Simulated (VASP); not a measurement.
Cu12H: single point with PBE+D3(BJ)

The system is Cu12H, a slab with vacuum.

```
Cu H
1.0
     5.03783    0.00000    0.00000
     0.00000    5.03783    0.00000
     0.00000    0.00000   20.66228
Cu H
12 1
Direct
  0.25000 0.25000 0.19359
  0.25000 0.75000 0.19359
  0.75000 0.25000 0.19359
  0.75000 0.75000 0.19359
  0.00000 0.00000 0.27979
  0.00000 0.50000 0.27979
  0.50000 0.00000 0.27979
  0.50000 0.50000 0.27979
  0.25000 0.25000 0.36599
  0.25000 0.75000 0.36599
  0.75000 0.25000 0.36599
  0.75000 0.75000 0.36599
  0.41667 0.41667 0.48699
```

| Item | Value |
| --- | --- |
| Program | VASP 6.6.1 |
| Task | single point |
| Functional | PBE |
| Dispersion | D3(BJ) |
| Potentials or basis | VASP PAW PBE potentials, release 64 (Cu, H) |
| Cutoff | 520 eV |
| k mesh | 5 × 5 × 1 |
| Occupations | gaussian, width 0.1 eV |
| Spin | no spin polarisation |
| Dipole correction | yes |
| Further INCAR settings | ALGO = Normal; EDIFF = 1e-07; NBANDS = 78 |

```json
{
 "Largest force": "1.382 eV/Å",
 "Band gap on the k mesh": "zero (an odd number of electrons rules out a gap without spin polarisation)",
 "Dispersion energy per atom": "-0.343 eV"
}
```

Forces on the atoms (eV/Å):
```
Cu   0.029  0.029 -0.027
Cu   0.029 -0.029 -0.038
Cu  -0.029  0.029 -0.038
Cu  -0.028 -0.028 -0.047
Cu   0.036  0.036  0.096
Cu  -0.008 -0.033 -0.031
Cu  -0.033 -0.008 -0.031
Cu   0.007  0.007 -0.080
Cu   0.182  0.182  0.751
Cu   0.055 -0.135  0.341
Cu  -0.135  0.055  0.341
Cu  -0.036 -0.036  0.141
H   -0.070 -0.070 -1.378
```

Levels at points of the mesh, in eV from the Fermi level:
| k point | band 65 | band 66 | band 67 | band 68 | band 69 | band 70 |
| --- | --- | --- | --- | --- | --- | --- |
| (0.00, 0.00, 0.00) | -0.12 | -0.11 | -0.04 | -0.03 | 0.04 | 0.30 |

Run time: 17 min on 1 thread of Intel(R) Xeon(R) Platinum 8488C (Sapphire Rapids), on a shared host, peak memory 0.68 GiB.
